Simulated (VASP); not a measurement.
LiF, 2 atoms in the cell. Symmetry: I4/mmm, No. 139, tetragonal system. Conventional cell: a = 2.928 Å, b = 2.928 Å, c = 3.810 Å, α = 90.00°, β = 90.00°, γ = 90.00°. Li (site symmetry 4/mmm) has 6 F at 1.91 to 2.07 Å within 2.5 Å. Within 2.5 Å of F (site symmetry 4/mmm) lie 6 Li at 1.91 to 2.07 Å.  This cell differs from its parent crystal: ratio of the length along z to the lengths across it x 0.92, volume and fractional coordinates fixed.

- Program: VASP 6.6.1
- Task: single point
- Functional: PBE
- Potentials or basis: VASP PAW PBE potentials, release 64 (Li_sv, F)
- Cutoff: 520 eV
- k mesh: 12 × 12 × 12
- Occupations: gaussian, width 0.05 eV
- Spin: no spin polarisation
- Dipole correction: no
- Further INCAR settings: ALGO = Normal; EDIFF = 1e-06; NBANDS = 12

Potentials or basis: VASP PAW PBE potentials, release 64 (Li_sv, F).

The run is started by

```console
$ cat potpaw_PBE.64/Li_sv/POTCAR potpaw_PBE.64/F/POTCAR > POTCAR
$ mpirun -np 1 vasp_std > vasp.out
```

Hardware: 1 thread of AMD EPYC 7R13, with other jobs on the host.

Task: Estimate the wall time of this run.

Result: It took 78 s on 1 thread of AMD EPYC 7R13 (shared host), peak memory 0.12 GiB. Counts: scf iterations 12, k points 163.
